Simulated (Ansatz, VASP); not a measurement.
# One calculation of In2As2H, two programs

```
As In H
1.0
     4.32207    0.00000    0.00000
    -2.16104    3.74302    0.00000
     0.00000    0.00000   21.73869
As In H
2 2 1
Cartesian
  0.0000 0.0000 4.0000
  0.0000 2.4953 7.7327
  0.0000 2.4953 4.8822
  2.1610 1.2477 8.4387
  1.6808 3.7430 11.7387
```

Alike in both runs: task single point; functional PBE; dispersion D3(BJ); k mesh 6 × 6 × 1; occupations gaussian, width 0.1 eV; no spin polarisation.

|  | VASP | Ansatz |
| --- | --- | --- |
| version | VASP 6.6.1 | Ansatz 0.2.0 |
| potentials or method | VASP PAW PBE potentials, release 64 (As, In_d, H), cutoff 520 eV | scalar-relativistic, plane waves, PAW |
| valence electrons in the cell | 37 | 57 |

```csv
,VASP,Ansatz,Ansatz less VASP
gap on the k mesh at the Fermi level (eV),none,none,-
rms of the force components (eV/Å),0.129,0.128,-0.0013
"work function, face that differs most (eV)",5.72,5.72,+0.002
```

A gap of «none» marks a metal or a gap that the smearing closes. VASP's potentials hold 37 valence electrons a cell and Ansatz's 57, so a difference there can come from the potentials and not from the codes.
